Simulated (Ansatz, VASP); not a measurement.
# Two plane-wave programs on Ir

INCAR

```
SYSTEM = Ir
PREC = Accurate
ENCUT = 500
EDIFF = 1E-6
ISMEAR = -1
SIGMA = 0.05
LREAL = .False.
LASPH = .True.
NELM = 120
ALGO = Normal
ISIF = 2
LWAVE = .False.
LCHARG = .False.
GGA = CA
NBANDS = 14
GGA_COMPAT = .False.
```

File KPOINTS:

```
regular mesh
0
Gamma
  12 12 12
  0 0 0
```

File POSCAR:

```
Ir
1.0
    0.0000000000      1.8764951499      1.8764951499
    1.8764951499      0.0000000000      1.8764951499
    1.8764951499      1.8764951499      0.0000000000
Ir
1
Direct
    0.0000000000      0.0000000000      0.0000000000
```

The input input.yaml:

```yaml
crystal:
  lattice:
    - [0.0, 1.8764951499, 1.8764951499]
    - [1.8764951499, 0.0, 1.8764951499]
    - [1.8764951499, 1.8764951499, 0.0]
  atoms:
    - { symbol: Ir, position: [0.0, 0.0, 0.0] }
hamiltonian:
  xc: lda
  pseudopotentials: { kind: paw }
kpoints:
  mp_grid: { grid: [12, 12, 12] }
scf:
  occupations: { method: fermi_dirac, width: 0.05 }
output:
  forces: true
  stress: true
  eigenvalues: true
```

Alike in both runs: task single point; functional LDA; k mesh 12 × 12 × 12; occupations fermi-dirac, width 0.05 eV; no spin polarisation.

```csv
,VASP,Ansatz
version,VASP 6.6.1,Ansatz 0.2.0
potentials or method,"VASP PAW LDA potentials, release 64 (Ir_sv_GW)",Ansatz PAW
plane-wave cutoff (eV),500,420
valence electrons in the cell,17,17
```

VASP gave:

```
gap on the k mesh at the Fermi level (eV) : none
pressure (GPa)                            : 18.8
```

Q: Which values does Ansatz return?

A: gap on the k mesh at the Fermi level (eV): none; pressure (GPa): 20.5.

LDA's correlation is that of Perdew and Zunger in VASP and of Perdew and Wang (1992) in Ansatz. A gap of «none» marks a metal or a gap that the smearing closes.

Spin-orbit coupling is off throughout.
